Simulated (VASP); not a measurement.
Write the native input for VASP 6.6.1 that does the following.

```
Task                   : single point
Functional             : PBE
Potentials or basis    : VASP PAW PBE potentials, release 64 (Hf_pv, C)
Cutoff                 : 520 eV
k mesh                 : 6 × 6 × 2
Occupations            : gaussian, width 0.2 eV
Spin                   : no spin polarisation
Dipole correction      : no
Further INCAR settings : ALGO = Normal; EDIFF = 1e-07; NBANDS = 30
```

The structure of Hf4C lies in POSCAR:

```
Hf4C
1.0
    3.2524166227      0.0000000000      0.0000000000
   -1.6262083114      2.8166754189      0.0000000000
    0.0000000000      0.0000000000     10.4017935320
Hf C
4 1
Direct
    0.6666666667      0.3333333333      0.8762282746
    0.3333333333      0.6666666667      0.1237717254
    0.6666666667      0.3333333333      0.3818388691
    0.3333333333      0.6666666667      0.6181611309
    0.0000000000      0.0000000000      0.0000000000
```

These files were run (other wordings do the same):

INCAR

```
PREC = Accurate
ENCUT = 520
EDIFF = 1E-7
ISMEAR = 0
SIGMA = 0.2
LREAL = F
LASPH = T
NELM = 100
ALGO = Normal
ISIF = 2
LWAVE = F
LCHARG = F
GGA = PE
NBANDS = 30
```

KPOINTS

```
regular mesh
0
Gamma
  6 6 2
```

Potentials or basis: VASP PAW PBE potentials, release 64 (Hf_pv, C).

Command:

```console
$ cat potpaw_PBE.64/Hf_pv/POTCAR potpaw_PBE.64/C/POTCAR > POTCAR
$ mpirun -np 1 vasp_std > vasp.out
```

It gave:

```
Pressure               : -1.0 GPa
Largest force          : 0.036 eV/Å
Band gap on the k mesh : zero (band 22 reaches 6.10 eV, above the bottom of band 23 at 4.41 eV)
```

Caveat: the k points lie up to 0.37 Å⁻¹ apart; spin-orbit coupling is left out, which moves the levels of the heavy elements.

Run time: 40 s on 1 thread of Intel(R) Xeon(R) Platinum 8488C (Sapphire Rapids), on a shared host, peak memory 0.21 GiB.
